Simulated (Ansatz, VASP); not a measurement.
**LiHF2: VASP beside Ansatz**

```
CELL_PARAMETERS angstrom
1.49562 0.86350 4.37899
-1.49562 0.86350 4.37899
0.00000 -1.72700 4.37899
ATOMIC_POSITIONS crystal
Li 0.00000 0.00000 0.00000
H 0.50000 0.50000 0.50000
F 0.41312 0.41312 0.41312
F 0.58688 0.58688 0.58688
```

Alike in both runs: functional PBEsol; k mesh 8 × 8 × 8; no spin polarisation.

Ansatz relaxed the structure, and its values are those at the end. VASP's run is a single point on that final structure, the one shown.

```csv
,VASP,Ansatz
version,VASP 6.6.1,Ansatz 0.2.0
potentials or method,"VASP PAW PBE potentials, release 64 (Li_sv, H, F), cutoff 750 eV","plane waves, PAW"
occupations,"gaussian, width 0.01 eV",fixed
valence electrons in the cell,18,18
```

```tsv
	VASP	Ansatz	Ansatz less VASP
pressure (GPa)	-0.2	0.0	+0.22
rms of the force components (eV/Å)	0.023	0.000	-0.0225
```

VASP's potentials were made for PBE, not for PBEsol.
